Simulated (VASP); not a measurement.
A run of VASP 6.6.1 is set up as follows.

File POSCAR:

```
AlNi
1.0
    1.9604670177     -1.9604053696      0.0000000000
    1.9604670177      1.9604053696      0.0000000000
    0.0000000000      0.0000000000      2.7790857815
Al Ni
1 1
Direct
    0.0000000000      0.0000000000      0.0000000000
    0.5000000000      0.5000000000      0.5000000000
```

The input INCAR.step1:

```
SYSTEM = AlNi
PREC     = Accurate       ! precision mode
ENCUT    = 520            ! plane-wave cutoff, eV
ISMEAR   = 0              ! smearing method
SIGMA    = 0.1            ! smearing width, eV
LREAL    = .False.        ! projectors in reciprocal space
LASPH    = .True.         ! aspherical terms in the spheres
NELM     = 80             ! most SCF steps
NBANDS   = 14             ! bands
GGA      = PE             ! functional
ALGO     = Normal         ! electronic algorithm
EDIFF    = 1E-4           ! SCF threshold, eV
LWAVE    = .True.         ! write WAVECAR
LCHARG   = .False.        ! write CHGCAR
```

INCAR.step2

```
SYSTEM = AlNi
PREC     = Accurate       ! precision mode
ENCUT    = 520            ! plane-wave cutoff, eV
EDIFF    = 1E-6           ! SCF threshold, eV
ISMEAR   = 0              ! smearing method
SIGMA    = 0.1            ! smearing width, eV
LREAL    = .False.        ! projectors in reciprocal space
LASPH    = .True.         ! aspherical terms in the spheres
NELM     = 80             ! most SCF steps
ALGO     = Normal         ! electronic algorithm
ISIF     = 2              ! what is computed and relaxed
LWAVE    = .False.        ! write WAVECAR
LCHARG   = .False.        ! write CHGCAR
METAGGA  = R2SCAN         ! meta-GGA
LMIXTAU  = .True.       
NBANDS   = 14             ! bands
ISTART   = 1
```

File KPOINTS:

```
Automatic mesh
0
Gamma
  16 16 14
  0 0 0
```

Potentials or basis: VASP PAW PBE potentials, release 64 (Al, Ni).

The run is started by

```sh
$ cat potpaw_PBE.64/Al/POTCAR potpaw_PBE.64/Ni/POTCAR > POTCAR
$ cp INCAR.step1 INCAR
$ mpirun -np 1 vasp_std > vasp.out
$ cp INCAR.step2 INCAR
$ mpirun -np 1 vasp_std > vasp.out
```

**Question.** Estimate the pressure.

**Answer.** 20.0 GPa.

**Question.** Estimate the band gap on the k mesh.

**Answer.** Zero (an odd number of electrons rules out a gap without spin polarisation).

Stress tensor (GPa, compression positive):
```
20.08  0.00  0.00
 0.00 20.09  0.00
 0.00  0.00 19.98
```

Caveat: the cell stands under pressure; the PAW data sets were made with another functional, which shifts forces and pressure a little. Spin polarisation is off, so any magnetic state and its effect on volume and gap are missing.
